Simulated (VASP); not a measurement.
Crystal: HfSnO4.

```
CELL_PARAMETERS angstrom
3.59986 0.00000 0.00000
0.00000 3.59986 0.00000
0.00000 0.00000 5.42705
ATOMIC_POSITIONS crystal
Hf 0.00000 0.00000 0.00000
Sn 0.50000 0.50000 0.50000
O 0.00000 0.50000 0.68427
O 0.50000 0.00000 0.82180
O 0.50000 0.00000 0.31573
O 0.00000 0.50000 0.17820
```

Base run:

```yaml
Program: VASP 6.6.1
Functional: PBE
Potentials_or_basis: VASP PAW PBE potentials, release 64 (Hf_pv, Sn_d, O)
Cutoff: 520 eV
k_mesh: 8 × 8 × 6
Occupations: gaussian, width 0.02 eV
Spin: no spin polarisation
```

Its results: band gap on the k mesh 1.76 eV (least direct gap 1.87 eV); pressure -1.2 GPa; largest force 0.121 eV/Å.

**Question.** The run is repeated on the same cell with these changes: functional from PBE to PBEsol. What comes out?

**Answer.** Band gap on the k mesh 1.68 eV (least direct gap 1.79 eV); pressure -7.9 GPa; largest force 0.200 eV/Å.

PBEsol binds more tightly than PBE, so the same cell stands under less pressure.

Caveats: spin-orbit coupling is left out, which moves the levels of the heavy elements; the cell stands under tension (at least some runs); the PAW data sets were made with another functional, which shifts forces and pressure a little (at least some runs).

A k mesh can miss the band edges.
